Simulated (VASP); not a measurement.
# Eu (Im-3m) in VASP: further runs

Eu is run at these levels: PBE; tasks: single point.

Everything below comes from runs of VASP 6.6.1. Logs are shortened: lines on timing, memory, paths and dates and some standing lists are left out, and cuts for length are marked.

## 1. The cell of the first run

The structure is cubic, space group Im-3m (No. 229). The conventional cell has a = 4.388 Å, b = 4.388 Å, c = 4.388 Å, α = 90.00°, β = 90.00°, γ = 90.00°. Within 5.0 Å of Eu (site symmetry m-3m) lie 14 Eu at 3.80 to 4.39 Å.

## 2. Single point, PBE, collinear spin, ferromagnetic start

File INCAR:

```
SYSTEM = Eu
  PREC = Accurate
  ENCUT = 520
  EDIFF = 1E-6
  ISMEAR = -1
  SIGMA = 0.3
  LREAL = .FALSE.
  LASPH = .TRUE.
  NELM = 150
  ALGO = Normal
  ISIF = 2
  LWAVE = .FALSE.
  LCHARG = .TRUE.
  ISPIN = 2
  MAGMOM = 7.02
  LORBIT = 11
  LMAXMIX = 6
  GGA = PE
  LELF = .TRUE.
  LVHAR = .TRUE.
  NBANDS = 18
```

File KPOINTS:

```
Automatic mesh
0
G
  10 10 10
  0 0 0
```

File POSCAR:

```
Eu
1.0
   -2.1939508085      2.1939508085      2.1939508085
    2.1939508085     -2.1939508085      2.1939508085
    2.1939508085      2.1939508085     -2.1939508085
Eu
1
Direct
    0.0000000000      0.0000000000      0.0000000000
```

Potentials or basis: VASP PAW PBE potentials, release 64 (Eu).

Run with:

```
$ cat potpaw_PBE.64/Eu/POTCAR > POTCAR
$ mpirun -np 1 vasp_std > vasp.out
```

OUTCAR:

```text
SYSTEM = Eu
   PREC = Accurate
   ENCUT = 520
   EDIFF = 1E-6
   ISMEAR = -1
   LREAL = .FALSE.
   LASPH = .TRUE.
   NELM = 150
   ISIF = 2
   ISPIN = 2
   LORBIT = 11
   GGA = PE

 ion  position               nearest neighbor table
   1  0.000  0.000  0.000-

  LATTYP: Found a body centered cubic cell.
 ALAT       =     4.3879016170

  Lattice vectors:

 A1 = (  -2.1939508085,   2.1939508085,   2.1939508085)
 A2 = (   2.1939508085,  -2.1939508085,   2.1939508085)
 A3 = (   2.1939508085,   2.1939508085,  -2.1939508085)

Analysis of symmetry for initial positions (statically):
=====================================================================
 Subroutine PRICEL returns:
 Original cell was already a primitive cell.

 Routine SETGRP: Setting up the symmetry group for a
 body centered cubic supercell.

 Subroutine GETGRP returns: Found 48 space group operations
 (whereof 48 operations were pure point group operations)
 out of a pool of 48 trial point group operations.

The static configuration has the point symmetry O_h .

Analysis of symmetry for dynamics (positions and initial velocities):
=====================================================================
 Subroutine PRICEL returns:
 Original cell was already a primitive cell.

 Routine SETGRP: Setting up the symmetry group for a
 body centered cubic supercell.

 Subroutine GETGRP returns: Found 48 space group operations
 (whereof 48 operations were pure point group operations)
 out of a pool of 48 trial point group operations.

The dynamic configuration has the point symmetry O_h .

Analysis of structural, dynamic, and magnetic symmetry:
=====================================================================
 Subroutine PRICEL returns:
 Original cell was already a primitive cell.

 Routine SETGRP: Setting up the symmetry group for a
 body centered cubic supercell.

 Subroutine GETGRP returns: Found 48 space group operations
 (whereof 48 operations were pure point group operations)
 out of a pool of 48 trial point group operations.

The overall configuration has the point symmetry O_h .

 Subroutine INISYM returns: Found 48 space group operations
 (whereof 48 operations are pure point group operations),
 and found     1 'primitive' translations

----------------------------------------------------------------------------------------

                                     Primitive cell

  volume of cell :      42.2416

  direct lattice vectors                    reciprocal lattice vectors
    -2.193950808  2.193950808  2.193950808     0.000000000  0.227899367  0.227899367
     2.193950808 -2.193950808  2.193950808     0.227899367  0.000000000  0.227899367
     2.193950808  2.193950808 -2.193950808     0.227899367  0.227899367  0.000000000

  length of vectors
     3.800034270  3.800034270  3.800034270     0.322298375  0.322298375  0.322298375

  position of ions in fractional coordinates (direct lattice)
     0.000000000  0.000000000  0.000000000

  ion indices of the primitive-cell ions
   primitive index   ion index
                 1           1

----------------------------------------------------------------------------------------

 KPOINTS: Automatic mesh

Automatic generation of k-mesh.
 Grid dimensions read from file:
 generate k-points for:   10   10   10

 Generating k-lattice:

  Cartesian coordinates                     Fractional coordinates (reciprocal lattice)
     0.000000000  0.022789937  0.022789937     0.100000000  0.000000000  0.000000000
     0.022789937  0.000000000  0.022789937     0.000000000  0.100000000  0.000000000
     0.022789937  0.022789937  0.000000000     0.000000000  0.000000000  0.100000000

  Length of vectors
     0.032229838  0.032229838  0.032229838

  Shift w.r.t. Gamma in fractional coordinates (k-lattice)
     0.000000000  0.000000000  0.000000000

 Subroutine IBZKPT returns following result:
 ===========================================

 Found     47 irreducible k-points:

 Following reciprocal coordinates:
            Coordinates               Weight
  0.000000  0.000000  0.000000      1.000000
  0.100000  0.000000  0.000000     12.000000
  0.200000  0.000000  0.000000     12.000000
  0.300000  0.000000  0.000000     12.000000
  0.400000  0.000000  0.000000     12.000000
  0.500000  0.000000  0.000000      6.000000
[... 16 lines left out ...]
  0.300000  0.300000  0.100000      8.000000
 -0.300000  0.300000  0.100000     24.000000
 [... further k-points ...]
   k-points           NKPTS =     47   k-points in BZ     NKDIM =     47   number of bands    NBANDS=     18
   number of dos      NEDOS =    301   number of ions     NIONS =      1
   total plane-waves  NPLWV =  21952
   dimension x,y,z NGX =    28 NGY =   28 NGZ =   28
   dimension x,y,z NGXF=    56 NGYF=   56 NGZF=   56
   ions per type =               1
   NGX,Y,Z   is equivalent  to a cutoff of  12.25, 12.25, 12.25 a.u.
   NGXF,Y,Z  is equivalent  to a cutoff of  24.50, 24.50, 24.50 a.u.
 SYSTEM =  Eu
   PREC   = accura    normal or accurate (medium, high low for compatibility)
   ISTART =      0    job   : 0-new  1-cont  2-samecut
   ICHARG =      2    charge: 1-file 2-atom 10-const
   ISPIN  =      2    spin polarized calculation?
   LNONCOLLINEAR =      F non collinear calculations
   LSORBIT =      F    spin-orbit coupling
   LASPH  =      T    aspherical Exc in radial PAW
   ENCUT  =  520.0 eV  38.22 Ry    6.18 a.u.   7.07  7.07  7.07*2*pi/ulx,y,z
   NELM   =    150;   NELMIN=  2; NELMDL= -5     # of ELM steps
   EDIFF  = 0.1E-05   stopping-criterion for ELM
   LREAL  =      F    real-space projection
   EDIFFG = 0.1E-04   stopping-criterion for IOM
   NSW    =      0    number of steps for IOM
   IBRION =     -1    ionic relax: 0-MD 1-quasi-New 2-CG
   NFREE  =      0    steps in history (QN), initial steepest desc. (CG)
   ISIF   =      2    stress and relaxation
   ISYM   =      2    0-nonsym 1-usesym 2-fastsym
   POTIM  = 0.5000    time-step for ionic-motion
   TEBEG  =    0.0;   TEEND  =   0.0 temperature during run
   PSTRESS=    0.0 pullay stress
   NELECT =      17.0000    total number of electrons
   NUPDOWN=      -1.0000    fix difference up-down
   EMIN   =  10.00;   EMAX   =-10.00  energy-range for DOS
   EFERMI =   0.00;   METHOD = LEGACY
   ISMEAR =    -1;   SIGMA  =   0.30  broadening in eV -4-tet -1-fermi 0-gaus
   EFERMI_NEDOS =   21; number of points for ismear=-14 and -15
   IALGO  =     38    algorithm
   IMIX   =      4    mixing-type and parameters
     AMIX     =   0.40;   BMIX     =  1.00
     AMIX_MAG =   1.60;   BMIX_MAG =  1.00
  volume/ion in A,a.u.               =      42.24       285.06
  Fermi-wavevector in a.u.,A,eV,Ry     =   1.208679  2.284072 19.876813  1.460905
  Thomas-Fermi vector in A             =   2.344279
   LORBIT       =     11    0 simple, 1 ext, 2 COOP (PROOUT), +10 PAW based schemes
   GGA     = PE    functional components
   LHFCALC =     F    Hartree Fock is set to
   AEXX    =    0.0000 exact exchange contribution
   IVDW    =     0    specifies the selected vdW correction
   LEPSILON=     F    determine dielectric tensor
   LRPA    =     F    only Hartree local field effects (RPA)
 spin polarized calculation
  energy-cutoff  :      520.00
  volume of cell :       42.24
 maximum number of plane-waves:      1157
   NGX = 15   NGY = 15   NGZ = 15

 number of electron      16.9999992 magnetization       7.3185733

 Free energy of the ion-electron system (eV)
  ---------------------------------------------------
  ext. energy  EPLUGINS =         0.00000000
  ---------------------------------------------------
  free energy    TOTEN  =       -11.80585721 eV

  energy without entropy =      -11.05740105  energy(sigma->0) =      -11.43162913

 E-fermi :   2.0618     XC(G=0):  -8.8326

 val. band max:        2.0479313098   @ k =   0.3000   0.2000   0.2000
 cond. band min:       2.0809321732   @ k =   0.2000   0.2000   0.2000
 fundamental gap:      0.0330008634
 Fermi energy:         2.0617642464

 spin component 1

 k-point     1 :       0.0000    0.0000    0.0000
  band No.  band energies     occupation
      1     -39.8914      1.00000
      2     -18.3817      1.00000
      3     -18.3817      1.00000
      4     -18.3817      1.00000
      5      -2.3410      1.00000
      6       0.9769      0.97382
[... 10 lines left out ...]
     17       5.5223      0.00001
     18      11.4668      0.00000

 k-point     2 :       0.1000    0.0000    0.0000
  band No.  band energies     occupation
      1     -39.8883      1.00000
      2     -18.4245      1.00000
      3     -18.3953      1.00000
      4     -18.3818      1.00000
      5      -2.1131      1.00000
      6       0.9782      0.97371
[... 10 lines left out ...]
     17       5.5321      0.00001
     18      11.6685      0.00000
[... 442 lines left out ...]
 k-point    24 :      -0.3000    0.3000    0.1000
  band No.  band energies     occupation
      1     -39.8670      1.00000
      2     -18.6596      1.00000
      3     -18.4889      1.00000
      4     -18.4147      1.00000
      5      -0.4356      0.99976
      6       0.9712      0.97430
[... 10 lines left out ...]
     17       6.0777      0.00000
     18      10.3978      0.00000

 [... further k-points ...]

 spin component 2

 k-point     1 :       0.0000    0.0000    0.0000
  band No.  band energies     occupation
      1     -36.7881      1.00000
      2     -16.0626      1.00000
      3     -16.0626      1.00000
      4     -16.0626      1.00000
      5      -1.4761      0.99999
      6       4.8519      0.00009
[... 10 lines left out ...]
     17       6.6448      0.00000
     18      12.5806      0.00000

 k-point     2 :       0.1000    0.0000    0.0000
  band No.  band energies     occupation
      1     -36.7840      1.00000
      2     -16.1163      1.00000
      3     -16.0791      1.00000
      4     -16.0628      1.00000
      5      -1.2382      0.99998
      6       4.6145      0.00020
[... 10 lines left out ...]
     17       6.7199      0.00000
     18      12.8668      0.00000
[... 442 lines left out ...]
 k-point    24 :      -0.3000    0.3000    0.1000
  band No.  band energies     occupation
      1     -36.7566      1.00000
      2     -16.4084      1.00000
      3     -16.1930      1.00000
      4     -16.1040      1.00000
      5       0.4846      0.99482
      6       3.5211      0.00766
[... 10 lines left out ...]
     17       7.3102      0.00000
     18      11.5559      0.00000

 [... further k-points ...]

------------------------ aborting loop because EDIFF is reached ----------------------------------------

  FORCE on cell =-STRESS in cart. coord.  units (eV):
  Direction    XX          YY          ZZ          XY          YZ          ZX
  --------------------------------------------------------------------------------------
  -------------------------------------------------------------------------------------
  Total       -0.0225568     -0.0225568     -0.0225568     -0.0000000     -0.0000000     -0.0000000
  in kB       -0.8555534     -0.8555534     -0.8555534     -0.0000000     -0.0000000     -0.0000000
  external PRESSURE =      -0.8555534 kB  Pullay stress =       0.0000000 kB

 VOLUME and BASIS-vectors are now :
 -----------------------------------------------------------------------------
  energy-cutoff  :      520.00
  volume of cell :       42.24
      direct lattice vectors                 reciprocal lattice vectors
    -2.193950808  2.193950808  2.193950808     0.000000000  0.227899367  0.227899367
     2.193950808 -2.193950808  2.193950808     0.227899367  0.000000000  0.227899367
     2.193950808  2.193950808 -2.193950808     0.227899367  0.227899367  0.000000000

 POSITION                                       TOTAL-FORCE (eV/Angst)
 -----------------------------------------------------------------------------------
      0.00000      0.00000      0.00000        -0.000000     -0.000000     -0.000000
 -----------------------------------------------------------------------------------
    total drift:                               -0.000000     -0.000000     -0.000000

  FREE ENERGIE OF THE ION-ELECTRON SYSTEM (eV)
  ---------------------------------------------------
  free  energy   TOTEN  =       -11.8058572076 eV

  energy  without entropy=      -11.0574010452  energy(sigma->0) =      -11.43162913

 total charge

# of ion       s       p       d       f       tot
--------------------------------------------------
    1        2.081   5.704   0.351   6.543  14.679

 magnetization (x)

# of ion       s       p       d       f       tot
--------------------------------------------------
    1       -0.002  -0.087   0.176   6.539   6.627
```

Run time: 2.9 min. Hardware: 1 thread of Intel Xeon 8259CL, shared host; peak memory 0.22 GiB.

Results:

```yaml
Free_energy: -11.8059 eV
Pressure: -0.1 GPa
Net_moment: 7.32 μB per cell
Site_moments: Eu +6.63 μB
Valence_electrons_inside_the_program's_atomic_spheres: Eu 14.68
```

Levels at points of the mesh, in eV from the Fermi level:
Spin up:
| k point | band 9 | band 10 | band 11 | band 12 | band 13 | band 14 | band 15 | band 16 |
| --- | --- | --- | --- | --- | --- | --- | --- | --- |
| (0.00, 0.00, 0.00) | -0.93 | -0.93 | -0.93 | -0.88 | 1.71 | 1.71 | 1.71 | 3.46 |
| (0.50, 0.00, 0.00) | -0.95 | -0.95 | -0.94 | -0.91 | 0.34 | 0.75 | 3.34 | 4.05 |
| (0.50, 0.50, 0.50) | -1.03 | -1.03 | -0.91 | -0.91 | -0.91 | 4.93 | 4.93 | 4.93 |
Spin down:
```tsv
k point	band 3	band 4	band 5	band 6	band 7	band 8
(0.00, 0.00, 0.00)	-18.12	-18.12	-3.54	2.79	2.79	2.79
(0.50, 0.00, 0.00)	-18.29	-18.13	-0.89	1.32	1.61	3.43
(0.50, 0.50, 0.50)	-18.49	-18.49	-0.29	-0.29	3.51	3.51
```

Caveat: so wide a smearing shifts energies and pressures; spin-orbit coupling is left out, which moves the levels of the heavy elements; semilocal functionals describe open f shells poorly, which spoils levels, moments and volumes.

## 3. Single point, PBE, collinear spin, ferromagnetic start

File INCAR:

```
SYSTEM = Eu
PREC = Accurate
ENCUT = 520
EDIFF = 1E-7
ISMEAR = -1
SIGMA = 0.6
LREAL = .FALSE.
LASPH = .TRUE.
NELM = 150
ALGO = Normal
ISIF = 2
LWAVE = .FALSE.
LCHARG = .FALSE.
ISPIN = 2
MAGMOM = 7.02
LORBIT = 11
LMAXMIX = 6
GGA = PE
NBANDS = 18
```

KPOINTS is that of step 2.

POSCAR is that of step 2.

Potentials or basis: VASP PAW PBE potentials, release 64 (Eu).

Run with:

```
$ cat potpaw_PBE.64/Eu/POTCAR > POTCAR
$ mpirun -np 1 vasp_std > vasp.out
```

It took 3.5 min on 1 thread of Intel Xeon 8259CL, shared host; peak memory 0.22 GiB.

It converged, with:

* Free energy: -12.8589 eV
* Pressure: 0.1 GPa
* Band gap on the k mesh: zero (filled and empty bands overlap)
* Net moment: 6.99 μB per cell
* Site moments: Eu +6.42 μB
* Valence electrons inside the program's atomic spheres: Eu 14.62

Levels at points of the mesh, in eV from the Fermi level:
Spin up:
```csv
k point,band 9,band 10,band 11,band 12,band 13,band 14,band 15,band 16
"(0.00, 0.00, 0.00)",-1.52,-1.52,-1.52,-1.48,1.72,1.72,1.72,3.50
"(0.50, 0.00, 0.00)",-1.55,-1.54,-1.53,-1.50,0.39,0.85,3.36,4.05
"(0.50, 0.50, 0.50)",-1.50,-1.50,-1.50,-1.03,-1.03,5.00,5.00,5.00
```
Spin down:
```tsv
k point	band 2	band 3	band 4	band 5	band 6	band 7	band 8	band 9
(0.00, 0.00, 0.00)	-18.39	-18.39	-18.39	-3.54	2.75	2.75	2.75	2.85
(0.50, 0.00, 0.00)	-18.90	-18.55	-18.39	-0.90	1.30	1.55	2.82	3.01
(0.50, 0.50, 0.50)	-18.74	-18.74	-18.74	-0.32	-0.32	2.91	2.91	2.91
```

Caveat: so wide a smearing shifts energies and pressures; spin-orbit coupling is left out, which moves the levels of the heavy elements; semilocal functionals describe open f shells poorly, which spoils levels, moments and volumes. The state reached can hang on the start; a lower one may exist.

(Continued in part 2 of 2.)

The gap in the log of VASP goes by the Fermi energy; the results here count the filled bands.